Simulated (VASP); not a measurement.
# TbPIr2 (P6/mmm) in VASP: further runs

Runs on TbPIr2. Level: PBE. Tasks: single point, relaxation of cell and atoms.

Program: VASP 6.6.1. These are calculated values, not measurements. Logs are shortened: lines on timing, memory, paths and dates and some standing lists are left out, and cuts for length are marked.

**1. The cell of the first run**

It takes space group P6/mmm (No. 191, hexagonal). The conventional cell has a = 4.379 Å, b = 4.379 Å, c = 5.088 Å, α = 90.00°, β = 90.00°, γ = 120.00°. Tb (site symmetry 6/mmm) has 2 P at 2.54 Å within 3.4 Å. Within 3.3 Å of P (site symmetry 6/mmm) lie 6 Ir at 2.53 Å and 2 Tb at 2.54 Å. Within 3.3 Å of Ir (site symmetry -6m2) lie 3 Ir at 2.53 Å and 3 P at 2.53 Å.

The cell was generated, and may not be a known phase.

**2. Single point, PBE, collinear spin**

Contents of INCAR:

```
SYSTEM = TbPIr2
ALGO     = Normal         ! electronic algorithm
EDIFF    = 1E-6           ! SCF threshold, eV
ENCUT    = 500            ! plane-wave cutoff, eV
GGA      = PE             ! functional
GGA_COMPAT= .FALSE.      
ISIF     = 2              ! what is computed and relaxed
ISMEAR   = 0              ! smearing method
ISPIN    = 2              ! spin polarisation
LASPH    = .TRUE.         ! aspherical terms in the spheres
LCHARG   = .FALSE.        ! write CHGCAR
LMAXMIX  = 6              ! l up to which the mixer works
LORBIT   = 11             ! projections on sites
LREAL    = .FALSE.        ! projectors in reciprocal space
LWAVE    = .FALSE.        ! write WAVECAR
MAGMOM   = 0 0 1 1        ! initial moments
NBANDS   = 28             ! bands
NELM     = 200            ! most SCF steps
PREC     = Accurate       ! precision mode
SIGMA    = 0.1            ! smearing width, eV
```

Contents of KPOINTS:

```
k-points
0
G
  6 6 4
  0 0 0
```

Contents of POSCAR:

```
TbPIr2
1.0
    4.3789730946      0.0000000000      0.0000000000
   -2.1894865473      3.7923019424      0.0000000000
    0.0000000000      0.0000000000      5.0884301614
Tb P Ir
1 1 2
Direct
    0.0000000000      0.0000000000      0.5000000000
    0.0000000000      0.0000000000      0.0000000000
    0.3333333333      0.6666666667      0.0000000000
    0.6666666667      0.3333333333      0.0000000000
```

Potentials or basis: VASP PAW PBE potentials, release 64 (Tb_3, P, Ir), 4f in core.

The run is started by

```bash
$ cat potpaw_PBE.64/Tb_3/POTCAR potpaw_PBE.64/P/POTCAR potpaw_PBE.64/Ir/POTCAR > POTCAR
$ mpirun -np 1 vasp_std > vasp.out
```

OUTCAR:

```text
SYSTEM = TbPIr2
   EDIFF = 1E-6
   ENCUT = 500
   GGA = PE
   ISIF = 2
   ISMEAR = 0
   ISPIN = 2
   LASPH = .TRUE.
   LORBIT = 11
   LREAL = .FALSE.
   NELM = 200
   PREC = Accurate

 ion  position               nearest neighbor table
   1  0.000  0.000  0.500-   2 2.54   2 2.54   4 3.59   3 3.59   3 3.59   4 3.59   3 3.59   3 3.59
                             4 3.59   4 3.59   4 3.59   4 3.59   3 3.59   3 3.59
   2  0.000  0.000  0.000-   3 2.53   4 2.53   3 2.53   4 2.53   4 2.53   3 2.53   1 2.54   1 2.54

   3  0.333  0.667  0.000-   4 2.53   2 2.53   4 2.53   2 2.53   2 2.53   4 2.53   1 3.59   1 3.59
                             1 3.59   1 3.59   1 3.59   1 3.59
   4  0.667  0.333  0.000-   3 2.53   2 2.53   3 2.53   2 2.53   2 2.53   3 2.53   1 3.59   1 3.59
                             1 3.59   1 3.59   1 3.59   1 3.59

  LATTYP: Found a hexagonal cell.
 ALAT       =     4.3789730946
 C/A-ratio  =     1.1620144841

  Lattice vectors:

 A1 = (   4.3789730946,   0.0000000000,   0.0000000000)
 A2 = (  -2.1894865473,   3.7923019424,   0.0000000000)
 A3 = (   0.0000000000,   0.0000000000,   5.0884301614)

Analysis of symmetry for initial positions (statically):
=====================================================================
 Subroutine PRICEL returns:
 Original cell was already a primitive cell.

 Routine SETGRP: Setting up the symmetry group for a
 hexagonal supercell.

 Subroutine GETGRP returns: Found 24 space group operations
 (whereof 24 operations were pure point group operations)
 out of a pool of 24 trial point group operations.

The static configuration has the point symmetry D_6h.

Analysis of symmetry for dynamics (positions and initial velocities):
=====================================================================
 Subroutine PRICEL returns:
 Original cell was already a primitive cell.

 Routine SETGRP: Setting up the symmetry group for a
 hexagonal supercell.

 Subroutine GETGRP returns: Found 24 space group operations
 (whereof 24 operations were pure point group operations)
 out of a pool of 24 trial point group operations.

The dynamic configuration has the point symmetry D_6h.

Analysis of structural, dynamic, and magnetic symmetry:
=====================================================================
 Subroutine PRICEL returns:
 Original cell was already a primitive cell.

 Routine SETGRP: Setting up the symmetry group for a
 hexagonal supercell.

 Subroutine GETGRP returns: Found 24 space group operations
 (whereof 24 operations were pure point group operations)
 out of a pool of 24 trial point group operations.

The overall configuration has the point symmetry D_6h.

 Subroutine INISYM returns: Found 24 space group operations
 (whereof 24 operations are pure point group operations),
 and found     1 'primitive' translations

----------------------------------------------------------------------------------------

                                     Primitive cell

  volume of cell :      84.5004

  direct lattice vectors                    reciprocal lattice vectors
     4.378973095  0.000000000  0.000000000     0.228364043  0.131846042  0.000000000
    -2.189486547  3.792301942  0.000000000     0.000000000  0.263692083  0.000000000
     0.000000000  0.000000000  5.088430161     0.000000000  0.000000000  0.196524265

  length of vectors
     4.378973095  4.378973095  5.088430161     0.263692083  0.263692083  0.196524265

  position of ions in fractional coordinates (direct lattice)
     0.000000000  0.000000000  0.500000000
     0.000000000  0.000000000  0.000000000
     0.333333333  0.666666667  0.000000000
     0.666666667  0.333333333  0.000000000

  ion indices of the primitive-cell ions
   primitive index   ion index
                 1           1
                 2           2
                 3           3
                 4           4

----------------------------------------------------------------------------------------

 KPOINTS: k-points

Automatic generation of k-mesh.
 Grid dimensions read from file:
 generate k-points for:    6    6    4

 Generating k-lattice:

  Cartesian coordinates                     Fractional coordinates (reciprocal lattice)
     0.038060674  0.021974340  0.000000000     0.166666667  0.000000000  0.000000000
     0.000000000  0.043948681  0.000000000     0.000000000  0.166666667  0.000000000
     0.000000000  0.000000000  0.049131066     0.000000000  0.000000000  0.250000000

  Length of vectors
     0.043948681  0.043948681  0.049131066

  Shift w.r.t. Gamma in fractional coordinates (k-lattice)
     0.000000000  0.000000000  0.000000000

 Subroutine IBZKPT returns following result:
 ===========================================

 Found     21 irreducible k-points:

 Following reciprocal coordinates:
            Coordinates               Weight
  0.000000  0.000000  0.000000      1.000000
  0.166667  0.000000  0.000000      6.000000
  0.333333  0.000000  0.000000      6.000000
  0.500000  0.000000  0.000000      3.000000
  0.166667  0.166667  0.000000      6.000000
  0.333333  0.166667  0.000000     12.000000
[... 13 lines left out ...]
  0.333333  0.166667  0.500000     12.000000
  0.333333  0.333333  0.500000      2.000000
   k-points           NKPTS =     21   k-points in BZ     NKDIM =     21   number of bands    NBANDS=     28
   number of dos      NEDOS =    301   number of ions     NIONS =      4
   total plane-waves  NPLWV =  40960
   dimension x,y,z NGX =    32 NGY =   32 NGZ =   40
   dimension x,y,z NGXF=    64 NGYF=   64 NGZF=   80
   ions per type =               1   1   2
   NGX,Y,Z   is equivalent  to a cutoff of  12.15, 12.15, 13.07 a.u.
   NGXF,Y,Z  is equivalent  to a cutoff of  24.30, 24.30, 26.14 a.u.
 SYSTEM =  TbPIr2
   PREC   = accura    normal or accurate (medium, high low for compatibility)
   ISTART =      0    job   : 0-new  1-cont  2-samecut
   ICHARG =      2    charge: 1-file 2-atom 10-const
   ISPIN  =      2    spin polarized calculation?
   LNONCOLLINEAR =      F non collinear calculations
   LSORBIT =      F    spin-orbit coupling
   LASPH  =      T    aspherical Exc in radial PAW
   ENCUT  =  500.0 eV  36.75 Ry    6.06 a.u.   7.98  7.98  9.28*2*pi/ulx,y,z
   NELM   =    200;   NELMIN=  2; NELMDL= -5     # of ELM steps
   EDIFF  = 0.1E-05   stopping-criterion for ELM
   LREAL  =      F    real-space projection
   EDIFFG = 0.1E-04   stopping-criterion for IOM
   NSW    =      0    number of steps for IOM
   IBRION =     -1    ionic relax: 0-MD 1-quasi-New 2-CG
   NFREE  =      0    steps in history (QN), initial steepest desc. (CG)
   ISIF   =      2    stress and relaxation
   ISYM   =      2    0-nonsym 1-usesym 2-fastsym
   POTIM  = 0.5000    time-step for ionic-motion
   TEBEG  =    0.0;   TEEND  =   0.0 temperature during run
   PSTRESS=    0.0 pullay stress
   NELECT =      32.0000    total number of electrons
   NUPDOWN=      -1.0000    fix difference up-down
   EMIN   =  10.00;   EMAX   =-10.00  energy-range for DOS
   EFERMI =   0.00;   METHOD = LEGACY
   ISMEAR =     0;   SIGMA  =   0.10  broadening in eV -4-tet -1-fermi 0-gaus
   EFERMI_NEDOS =   21; number of points for ismear=-14 and -15
   IALGO  =     38    algorithm
   IMIX   =      4    mixing-type and parameters
     AMIX     =   0.40;   BMIX     =  1.00
     AMIX_MAG =   1.60;   BMIX_MAG =  1.00
  volume/ion in A,a.u.               =      21.13       142.56
  Fermi-wavevector in a.u.,A,eV,Ry     =   1.184418  2.238226 19.086892  1.402847
  Thomas-Fermi vector in A             =   2.320633
   LORBIT       =     11    0 simple, 1 ext, 2 COOP (PROOUT), +10 PAW based schemes
   GGA     = PE    functional components
   LHFCALC =     F    Hartree Fock is set to
   AEXX    =    0.0000 exact exchange contribution
   IVDW    =     0    specifies the selected vdW correction
   LEPSILON=     F    determine dielectric tensor
   LRPA    =     F    only Hartree local field effects (RPA)
 spin polarized calculation
 Gauss-broadening in eV      SIGMA  =   0.10
  energy-cutoff  :      500.00
  volume of cell :       84.50
 maximum number of plane-waves:      2178
 NGX is ok and might be reduce to    32
   NGX = 15   NGY = 15   NGZ = 19

 number of electron      32.0000001 magnetization       0.2698154

 number of electron      32.0000001 magnetization      -0.0006228

 Free energy of the ion-electron system (eV)
  ---------------------------------------------------
  ext. energy  EPLUGINS =         0.00000000
  ---------------------------------------------------
  free energy    TOTEN  =       -27.93830088 eV

  energy without entropy =      -27.91508381  energy(sigma->0) =      -27.92669235

 E-fermi :   5.7342     XC(G=0): -10.8787

 val. band max:        5.7290006487   @ k =   0.3333   0.0000   0.0000
 cond. band min:       5.7400671077   @ k =   0.3333   0.0000   0.5000
 fundamental gap:      0.0110664590
 Fermi energy:         5.7341670978

 spin component 1

 k-point     1 :       0.0000    0.0000    0.0000
  band No.  band energies     occupation
      1     -17.2640      1.00000
      2     -17.2226      1.00000
      3     -17.2226      1.00000
      4      -7.2841      1.00000
      5      -0.5843      1.00000
      6      -0.5843      1.00000
[... 640 lines left out ...]
     27      13.5189      0.00000
     28      15.4701      0.00000
 Fermi energy:         5.7341670978

 spin component 2

 k-point     1 :       0.0000    0.0000    0.0000
  band No.  band energies     occupation
      1     -17.2640      1.00000
      2     -17.2225      1.00000
      3     -17.2225      1.00000
      4      -7.2841      1.00000
      5      -0.5844      1.00000
      6      -0.5844      1.00000
[... 640 lines left out ...]
     27      13.5188      0.00000
     28      15.4699      0.00000

------------------------ aborting loop because EDIFF is reached ----------------------------------------

  FORCE on cell =-STRESS in cart. coord.  units (eV):
  Direction    XX          YY          ZZ          XY          YZ          ZX
  --------------------------------------------------------------------------------------
  -------------------------------------------------------------------------------------
  Total        0.1952459      0.1952459      0.3045027      0.0000000      0.0000000      0.0000000
  in kB        3.7019743      3.7019743      5.7735475      0.0000000      0.0000000      0.0000000
  external PRESSURE =       4.3924987 kB  Pullay stress =       0.0000000 kB

 VOLUME and BASIS-vectors are now :
 -----------------------------------------------------------------------------
  energy-cutoff  :      500.00
  volume of cell :       84.50
      direct lattice vectors                 reciprocal lattice vectors
     4.378973095  0.000000000  0.000000000     0.228364043  0.131846042  0.000000000
    -2.189486547  3.792301942  0.000000000     0.000000000  0.263692083  0.000000000
     0.000000000  0.000000000  5.088430161     0.000000000  0.000000000  0.196524265

 POSITION                                       TOTAL-FORCE (eV/Angst)
 -----------------------------------------------------------------------------------
      0.00000      0.00000      2.54422         0.000000      0.000000      0.000000
      0.00000      0.00000      0.00000         0.000000      0.000000      0.000000
     -0.00000      2.52820      0.00000         0.000000     -0.000000      0.000000
      2.18949      1.26410      0.00000        -0.000000      0.000000      0.000000
 -----------------------------------------------------------------------------------
    total drift:                               -0.000000      0.000000     -0.000000

  FREE ENERGIE OF THE ION-ELECTRON SYSTEM (eV)
  ---------------------------------------------------
  free  energy   TOTEN  =       -27.9383008820 eV

  energy  without entropy=      -27.9150838088  energy(sigma->0) =      -27.92669235

 total charge

# of ion       s       p       d       tot
------------------------------------------
    1        0.239   6.389   1.193   7.821
    2        1.017   1.470   0.000   2.487
    3        0.663   0.580   7.110   8.353
    4        0.663   0.580   7.110   8.353
--------------------------------------------------
tot          2.582   9.019  15.413  27.014

 magnetization (x)

# of ion       s       p       d       tot
------------------------------------------
    1       -0.000   0.000   0.000   0.000
    2       -0.000  -0.000   0.000  -0.000
    3       -0.000  -0.000  -0.000  -0.000
    4       -0.000  -0.000  -0.000  -0.000
--------------------------------------------------
tot         -0.000  -0.000  -0.000  -0.000
```

Wall time 61 s (1 thread of AMD EPYC 9R45 (Zen 5), shared host); peak memory 0.24 GiB.

Results:

| Item | Value |
| --- | --- |
| Free energy | -27.9383 eV |
| Pressure | 0.4 GPa |
| Band gap on the k mesh | zero (filled and empty bands overlap) |
| Net moment | 0.00 μB per cell |
| Valence electrons inside the program's atomic spheres | Tb 7.82; P 2.49; Ir 8.35 |

Levels at points of the mesh, in eV from the Fermi level:
Spin up:
```
           k point  band 13  band 14  band 15  band 16  band 17  band 18  band 19  band 20
(0.00, 0.00, 0.00)    -2.43    -1.55    -1.55    -0.80     1.38     1.38     3.03     3.03
(0.50, 0.00, 0.00)    -2.15    -1.18    -0.34    -0.20     0.76     0.80     1.17     2.81
(0.00, 0.00, 0.50)    -1.64    -1.17    -1.10    -1.10    -0.57     2.50     2.50     2.63
(0.50, 0.00, 0.50)    -1.42    -1.31    -1.14    -0.34    -0.28     0.40     1.32     2.94
```
Spin down:
```csv
k point,band 12,band 13,band 14,band 15,band 16,band 17,band 18,band 19,band 20,band 21
"(0.00, 0.00, 0.00)",-2.43,-2.43,-1.55,-1.55,-0.80,1.38,1.38,3.03,3.03,3.12
"(0.50, 0.00, 0.00)",-2.36,-2.15,-1.18,-0.34,-0.20,0.76,0.80,1.17,2.81,3.52
"(0.00, 0.00, 0.50)",-2.73,-1.64,-1.17,-1.10,-1.10,-0.57,2.50,2.50,2.63,2.63
"(0.50, 0.00, 0.50)",-2.21,-1.42,-1.31,-1.14,-0.34,-0.28,0.40,1.32,2.94,3.82
```

Caveat: the magnetic or orbital state may not be the lowest; the moments typed at the start vanished in this run; spin-orbit coupling is left out, which moves the levels of the heavy elements; the 4f electrons are frozen in the core, so they carry no moment and show no levels.

**3. Relaxation of cell and atoms, PBE**

Contents of INCAR:

```
  ALGO = Normal
  EDIFF = 1E-7
  EDIFFG = -0.01
  ENCUT = 500
  GGA = PE
  GGA_COMPAT = False
  IBRION = 2
  ISIF = 3
  ISMEAR = 0
  LASPH = True
  LCHARG = False
  LMAXMIX = 6
  LREAL = False
  LWAVE = False
  NELM = 200
  NELMIN = 4
  NSW = 100
  PREC = Accurate
  SIGMA = 0.1
```

Contents of KPOINTS:

```
k-points
0
Gamma
  12 12 10
```

POSCAR is that of step 2.

Potentials or basis: VASP PAW PBE potentials, release 64 (Tb_3, P, Ir), 4f in core.

The run is started by

```bash
$ cat potpaw_PBE.64/Tb_3/POTCAR potpaw_PBE.64/P/POTCAR potpaw_PBE.64/Ir/POTCAR > POTCAR
$ mpirun -np 1 vasp_std > vasp.out
```

Wall time 6.5 min (1 thread of AMD EPYC 9R45 (Zen 5), shared host); peak memory 0.32 GiB.

Results (log left out):

* Free energy: -27.9314 eV
* Relaxed volume: 21.23 Å³/atom
* Relaxed cell: a = 4.381 Å, b = 4.381 Å, c = 5.109 Å, α = 90.00°, β = 90.00°, γ = 120.00°
* Space group after relaxing (to 0.1 Å): P6/mmm (No. 191)
* Energy gained by relaxing: 0.3 meV/atom
* Ionic steps: 6
* Pressure after relaxing: 0.0 GPa
* Band gap on the k mesh: zero (bands 16 and 17 overlap by 1.23 eV)

The path:
```tsv
step	energy change (eV)	largest force (eV/Å)	pressure (GPa)	volume (Å³)
1	0.0000	0.0000	0.52	84.50
2	-0.0003	0.0000	-0.58	85.34
3	-0.0011	0.0000	-0.07	84.95
4	-0.0011	0.0000	-0.09	84.95
5	-0.0011	0.0000	0.12	84.87
6	-0.0012	0.0000	0.00	84.92
```

Final structure:
```
Tb P Ir
1.0
     4.38104    0.00000    0.00000
    -2.19052    3.79409    0.00000
     0.00000    0.00000    5.10882
Tb P Ir
1 1 2
Cartesian
  0.0000 0.0000 2.5544
  0.0000 0.0000 0.0000
  0.0000 2.5294 0.0000
  2.1905 1.2647 0.0000
```

Levels at points of the mesh, in eV from the Fermi level:
```
           k point  band 12  band 13  band 14  band 15  band 16  band 17  band 18  band 19  band 20
(0.00, 0.00, 0.00)    -2.55    -2.50    -1.60    -1.60    -0.84     1.31     1.31     2.95     2.95
(0.50, 0.00, 0.00)    -2.40    -2.24    -1.26    -0.43    -0.25     0.65     0.73     1.10     2.73
(0.00, 0.00, 0.50)    -2.79    -1.70    -1.26    -1.16    -1.16    -0.62     2.40     2.40     2.54
(0.50, 0.00, 0.50)    -2.27    -1.48    -1.36    -1.23    -0.43    -0.34     0.32     1.24     2.84
```

Caveat: spin-orbit coupling is left out, which moves the levels of the heavy elements; the 4f electrons are frozen in the core, so they carry no moment and show no levels. Spin polarisation is off, so any magnetic state and its effect on volume and gap are missing.
